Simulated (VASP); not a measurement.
# Ag16P in VASP: a series of runs

Runs on Ag16P. Level: PBE+D3(BJ). Tasks: single point.

Program: VASP 6.6.1. These are calculated values, not measurements. Logs are shortened: lines on timing, memory, paths and dates and some standing lists are left out, and cuts for length are marked.

### Step 1. The cell of the first run

The cell holds a slab with vacuum, 17 atoms: a = 8.180 Å, b = 5.784 Å, c = 15.338 Å, α = 90.00°, β = 90.00°, γ = 90.00°.

### Step 2. Single point, PBE+D3(BJ)

Input file INCAR:

```
SYSTEM = Ag16P
ALGO = Normal ; EDIFF = 1E-7
ENCUT = 520 ; GGA = PE
ISIF = 2 ; ISMEAR = 0
IVDW = 12 ; LASPH = .TRUE.
LCHARG = .FALSE. ; LREAL = Auto
LWAVE = .FALSE. ; NBANDS = 104
NELM = 80 ; PREC = Accurate
SIGMA = 0.15
```

Input file KPOINTS:

```
k-points
0
G
  2 3 1
  0 0 0
```

Input file POSCAR:

```
Ag16P
1.0
    8.1800000000      0.0000000000      0.0000000000
    0.0000000000      5.7841330000      0.0000000000
    0.0000000000      0.0000000000     15.3381000000
Ag P
16 1
Direct
    0.2500000000      0.2499999568      0.0651971235
    0.7500000000      0.2499999568      0.0651971235
    0.2500000000      0.7500000432      0.0651971235
    0.7500000000      0.7500000432      0.0651971235
    0.0004393643     -0.0014966807      0.1519683012
    0.4995603912     -0.0014961620      0.1519694095
   -0.0003911980      0.5010299729      0.1524469132
    0.5003910758      0.5010301457      0.1524468480
    0.2499985330      0.2385591756      0.2470916867
    0.7499980440      0.2557978871      0.2530836935
    0.2499981663      0.7403379210      0.2619707786
    0.7499992665      0.7675857384      0.2536477791
    0.0039952323      0.0178552257      0.3444374466
    0.4960004890      0.0178579919      0.3444377074
   -0.0337458435      0.5191872317      0.3514934053
    0.5337413203      0.5191906894      0.3514900151
    0.2499970660      0.4367850808      0.3886247971
```

Potentials or basis: VASP PAW PBE potentials, release 64 (Ag, P).

Command:

```bash
cat potpaw_PBE.64/Ag/POTCAR potpaw_PBE.64/P/POTCAR > POTCAR
mpirun -np 1 vasp_std > vasp.out
```

OUTCAR:

```text
SYSTEM = Ag16P
   EDIFF = 1E-7
   ENCUT = 520
   GGA = PE
   ISIF = 2
   ISMEAR = 0
   IVDW = 12
   LASPH = .TRUE.
   LREAL = Auto
   NELM = 80
   PREC = Accurate
 IVDW          = 12

 ion  position               nearest neighbor table
   1  0.250  0.250  0.065-   9 2.79   5 2.84   6 2.84   8 2.85   7 2.85   3 2.89   3 2.89
   2  0.750  0.250  0.065-   7 2.84   8 2.84   5 2.84   6 2.84  10 2.88   4 2.89   4 2.89
   3  0.250  0.750  0.065-   5 2.83   6 2.83   8 2.84   7 2.84   1 2.89   1 2.89  11 3.02
   4  0.750  0.750  0.065-   8 2.83   7 2.83   5 2.83   6 2.83   2 2.89   2 2.89  12 2.89
   5  0.000  0.999  0.152-   3 2.83   4 2.83   1 2.84   2 2.84   9 2.87   7 2.88  12 2.90   7 2.91
                            13 2.95  10 2.97  11 3.04
   6  0.500  0.999  0.152-   3 2.83   4 2.83   1 2.84   2 2.84   9 2.87   8 2.88  12 2.90   8 2.91
                            14 2.95  10 2.97  11 3.04
   7  1.000  0.501  0.152-   4 2.83   3 2.84   2 2.84   1 2.85   5 2.88   5 2.91  10 2.93   9 2.93
                            11 2.99  12 2.99  15 3.07
   8  0.500  0.501  0.152-   4 2.83   3 2.84   2 2.84   1 2.85   6 2.88   6 2.91  10 2.93   9 2.93
                            11 2.99  12 2.99  16 3.07
   9  0.250  0.239  0.247-  17 2.46   1 2.79  14 2.81  13 2.81   5 2.87   6 2.87  11 2.89  11 2.91
                             7 2.93   8 2.93  16 3.25  15 3.25
  10  0.750  0.256  0.253-  16 2.78  15 2.78  12 2.82  14 2.86  13 2.86   2 2.88   8 2.93   7 2.93
                            12 2.96   6 2.97   5 2.97
  11  0.250  0.740  0.262-  17 2.62  13 2.87  14 2.87   9 2.89   9 2.91  16 2.98  15 2.98   7 2.99
                             8 2.99   3 3.02   5 3.04   6 3.04
  12  0.750  0.768  0.254-  16 2.73  15 2.73  10 2.82  13 2.89  14 2.89   4 2.89   6 2.90   5 2.90
                            10 2.96   8 2.99   7 2.99
  13  0.004  0.018  0.344-   9 2.81  10 2.86  11 2.87  12 2.89  15 2.90  15 2.92   5 2.95  17 3.22

  14  0.496  0.018  0.344-   9 2.81  10 2.86  11 2.87  12 2.89  16 2.90  16 2.92   6 2.95  17 3.22

  15  0.966  0.519  0.351-  17 2.44  12 2.73  10 2.78  13 2.90  13 2.92  11 2.98   7 3.07   9 3.25
                            16 3.54
  16  0.534  0.519  0.351-  17 2.44  12 2.73  10 2.78  14 2.90  14 2.92  11 2.98   8 3.07   9 3.25
                            15 3.54
  17  0.250  0.437  0.389-  15 2.44  16 2.44   9 2.46  11 2.62  14 3.22  13 3.22

  LATTYP: Found a simple orthorhombic cell.
 ALAT       =     5.7841330000
 B/A-ratio  =     1.4142136773
 C/A-ratio  =     2.6517543770

  Lattice vectors:

 A1 = (   0.0000000000,  -5.7841330000,   0.0000000000)
 A2 = (   8.1800000000,   0.0000000000,   0.0000000000)
 A3 = (   0.0000000000,   0.0000000000,  15.3381000000)

Analysis of symmetry for initial positions (statically):
=====================================================================
 Subroutine PRICEL returns:
 Original cell was already a primitive cell.

 Routine SETGRP: Setting up the symmetry group for a
 simple orthorhombic supercell.

 Subroutine GETGRP returns: Found  2 space group operations
 (whereof  1 operations were pure point group operations)
 out of a pool of  8 trial point group operations.

The static configuration has the point symmetry C_1 .
 The point group associated with its full space group is C_1h.

Analysis of symmetry for dynamics (positions and initial velocities):
=====================================================================
 Subroutine PRICEL returns:
 Original cell was already a primitive cell.

 Routine SETGRP: Setting up the symmetry group for a
 simple orthorhombic supercell.

 Subroutine GETGRP returns: Found  2 space group operations
 (whereof  1 operations were pure point group operations)
 out of a pool of  8 trial point group operations.

The dynamic configuration has the point symmetry C_1 .
 The point group associated with its full space group is C_1h.

 Subroutine INISYM returns: Found  2 space group operations
 (whereof  1 operations are pure point group operations),
 and found     1 'primitive' translations

----------------------------------------------------------------------------------------

                                     Primitive cell

  volume of cell :     725.7101

  direct lattice vectors                    reciprocal lattice vectors
     8.180000000  0.000000000  0.000000000     0.122249389  0.000000000  0.000000000
     0.000000000  5.784133000  0.000000000     0.000000000  0.172886758  0.000000000
     0.000000000  0.000000000 15.338100000     0.000000000  0.000000000  0.065197124

  length of vectors
[... 42 lines left out ...]

 KPOINTS: k-points

Automatic generation of k-mesh.
 Grid dimensions read from file:
 generate k-points for:    2    3    1

 Generating k-lattice:

  Cartesian coordinates                     Fractional coordinates (reciprocal lattice)
     0.061124694  0.000000000  0.000000000     0.500000000  0.000000000  0.000000000
     0.000000000  0.057628919  0.000000000     0.000000000  0.333333333  0.000000000
     0.000000000  0.000000000  0.065197124     0.000000000  0.000000000  1.000000000

  Length of vectors
     0.061124694  0.057628919  0.065197124

  Shift w.r.t. Gamma in fractional coordinates (k-lattice)
     0.000000000  0.000000000  0.000000000

 Subroutine IBZKPT returns following result:
 ===========================================

 Found      4 irreducible k-points:

 Following reciprocal coordinates:
            Coordinates               Weight
  0.000000  0.000000  0.000000      1.000000
  0.500000  0.000000  0.000000      1.000000
  0.000000  0.333333  0.000000      2.000000
  0.500000  0.333333  0.000000      2.000000
   k-points           NKPTS =      4   k-points in BZ     NKDIM =      4   number of bands    NBANDS=    104
   number of dos      NEDOS =    301   number of ions     NIONS =     17
   total plane-waves  NPLWV = 368640
   dimension x,y,z NGX =    64 NGY =   48 NGZ =  120
   dimension x,y,z NGXF=   128 NGYF=   96 NGZF=  240
   ions per type =              16   1
   NGX,Y,Z   is equivalent  to a cutoff of  13.01, 13.80, 13.01 a.u.
   NGXF,Y,Z  is equivalent  to a cutoff of  26.01, 27.59, 26.01 a.u.
 SYSTEM =  Ag16P
   PREC   = accura    normal or accurate (medium, high low for compatibility)
   ISTART =      0    job   : 0-new  1-cont  2-samecut
   ICHARG =      2    charge: 1-file 2-atom 10-const
   ISPIN  =      1    spin polarized calculation?
   LNONCOLLINEAR =      F non collinear calculations
   LSORBIT =      F    spin-orbit coupling
   LASPH  =      T    aspherical Exc in radial PAW
   ENCUT  =  520.0 eV  38.22 Ry    6.18 a.u.  15.21 10.75 28.52*2*pi/ulx,y,z
   NELM   =     80;   NELMIN=  2; NELMDL= -5     # of ELM steps
   EDIFF  = 0.1E-06   stopping-criterion for ELM
   LREAL  =      T    real-space projection
   EDIFFG = 0.1E-05   stopping-criterion for IOM
   NSW    =      0    number of steps for IOM
   IBRION =     -1    ionic relax: 0-MD 1-quasi-New 2-CG
   NFREE  =      0    steps in history (QN), initial steepest desc. (CG)
   ISIF   =      2    stress and relaxation
   ISYM   =      2    0-nonsym 1-usesym 2-fastsym
   POTIM  = 0.5000    time-step for ionic-motion
   TEBEG  =    0.0;   TEEND  =   0.0 temperature during run
   PSTRESS=    0.0 pullay stress
   NELECT =     181.0000    total number of electrons
   NUPDOWN=      -1.0000    fix difference up-down
   EMIN   =  10.00;   EMAX   =-10.00  energy-range for DOS
   EFERMI =   0.00;   METHOD = LEGACY
   ISMEAR =     0;   SIGMA  =   0.15  broadening in eV -4-tet -1-fermi 0-gaus
   EFERMI_NEDOS =   21; number of points for ismear=-14 and -15
   IALGO  =     38    algorithm
   IMIX   =      4    mixing-type and parameters
     AMIX     =   0.40;   BMIX     =  1.00
     AMIX_MAG =   1.60;   BMIX_MAG =  1.00
  volume/ion in A,a.u.               =      42.69       288.08
  Fermi-wavevector in a.u.,A,eV,Ry     =   1.030497  1.947357 14.448348  1.061924
  Thomas-Fermi vector in A             =   2.164598
   LORBIT       =      0    0 simple, 1 ext, 2 COOP (PROOUT), +10 PAW based schemes
   GGA     = PE    functional components
   LHFCALC =     F    Hartree Fock is set to
   AEXX    =    0.0000 exact exchange contribution
   IVDW    =    12    specifies the selected vdW correction
   LEPSILON=     F    determine dielectric tensor
   LRPA    =     F    only Hartree local field effects (RPA)
 non-spin polarized calculation
 Gauss-broadening in eV      SIGMA  =   0.15
  energy-cutoff  :      520.00
  volume of cell :      725.71
 maximum number of plane-waves:     19590
 NGX is ok and might be reduce to    64
   NGX = 31   NGY = 21   NGZ = 57

 number of electron     180.9999989 magnetization

 Free energy of the ion-electron system (eV)
  ---------------------------------------------------
  ext. energy  EPLUGINS =         0.00000000
  ---------------------------------------------------
  free energy    TOTEN  =       -43.22133552 eV

  energy without entropy =      -43.13071731  energy(sigma->0) =      -43.17602642

 E-fermi :   0.8059     XC(G=0):  -5.9926

 val. band max:        0.7632694080   @ k =   0.0000   0.3333   0.0000
 cond. band min:       0.8483580762   @ k =   0.0000   0.0000   0.0000
 fundamental gap:      0.0850886682
 Fermi energy:         0.8058651040

 k-point     1 :       0.0000    0.0000    0.0000
  band No.  band energies     occupation
      1      -9.7489      2.00000
      2      -5.9757      2.00000
      3      -5.4352      2.00000
      4      -5.3883      2.00000
      5      -5.3633      2.00000
      6      -5.2464      2.00000
[... 409 lines left out ...]
    101       3.8473      0.00000
    102       4.3424      0.00000
 [bands above 102 left out]

------------------------ aborting loop because EDIFF is reached ----------------------------------------

 Edisp (eV)   -6.24052

 E8    (eV) :    -2.8392

  FORCE on cell =-STRESS in cart. coord.  units (eV):
  Direction    XX          YY          ZZ          XY          YZ          ZX
  --------------------------------------------------------------------------------------
  -------------------------------------------------------------------------------------
  Total      -6.65339    -6.53586    -0.36721     0.00000    -0.00455     0.00000
  in kB     -14.68894   -14.42946    -0.81071     0.00000    -0.01005     0.00000
  external pressure =       -9.98 kB  Pullay stress =        0.00 kB

 VOLUME and BASIS-vectors are now :
 -----------------------------------------------------------------------------
  energy-cutoff  :      520.00
  volume of cell :      725.71
      direct lattice vectors                 reciprocal lattice vectors
     8.180000000  0.000000000  0.000000000     0.122249389  0.000000000  0.000000000
     0.000000000  5.784133000  0.000000000     0.000000000  0.172886758  0.000000000
     0.000000000  0.000000000 15.338100000     0.000000000  0.000000000  0.065197124

 POSITION                                       TOTAL-FORCE (eV/Angst)
 -----------------------------------------------------------------------------------
      2.04500      1.44603      1.00000         0.000000      0.158643     -0.076893
      6.13500      1.44603      1.00000         0.000000      0.051182     -0.020016
      2.04500      4.33810      1.00000         0.000000     -0.163864      0.210838
      6.13500      4.33810      1.00000         0.000000     -0.056533     -0.106969
      0.00359      5.77548      2.33091        -0.005791      0.001354      0.000133
      4.08640      5.77548      2.33092         0.005791      0.001354      0.000133
[... 9 lines left out ...]
      4.36600      3.00307      5.39119         0.005365      0.025057     -0.005516
      2.04498      2.52642      5.96077         0.000000     -0.088774      0.010953
 -----------------------------------------------------------------------------------
    total drift:                               -0.075113     -0.009015     -0.003478

  FREE ENERGIE OF THE ION-ELECTRON SYSTEM (eV)
  ---------------------------------------------------
  free  energy   TOTEN  =       -49.4618555251 eV

  energy  without entropy=      -49.3712373188  energy(sigma->0) =      -49.41654642
```

It took 13 min on 1 thread of Intel Xeon Platinum 8259CL at 2.50GHz (Skylake/Cascade Lake), shared host; peak memory 0.8 GiB.

Results:

```yaml
Free_energy: -49.4619 eV
Largest_force: 0.267 eV/Å
Band_gap_on_the_k_mesh: zero (an odd number of electrons rules out a gap without spin polarisation)
Dispersion_energy_per_atom: -0.367 eV
```

Forces in eV/Å, atoms in the order of the input:
```
Ag   0.000  0.159 -0.077
Ag   0.000  0.051 -0.020
Ag   0.000 -0.164  0.211
Ag   0.000 -0.057 -0.107
Ag  -0.006  0.001  0.000
Ag   0.006  0.001  0.000
Ag  -0.002  0.000 -0.004
Ag   0.002  0.000 -0.004
Ag   0.000 -0.015 -0.027
Ag   0.000  0.011  0.006
Ag   0.000 -0.008  0.022
Ag   0.000  0.016  0.006
Ag   0.013  0.021 -0.003
Ag  -0.013  0.021 -0.003
Ag  -0.005  0.025 -0.006
Ag   0.005  0.025 -0.006
P    0.000 -0.089  0.011
```

Caveat: the k points lie up to 0.38 Å⁻¹ apart, too coarse for converged energies and pressures of a metal; there is no dipole correction, which matters where the two faces differ.

(Continued in part 2 of 2.)

The gap in the log of VASP goes by the Fermi energy; the results here count the filled bands.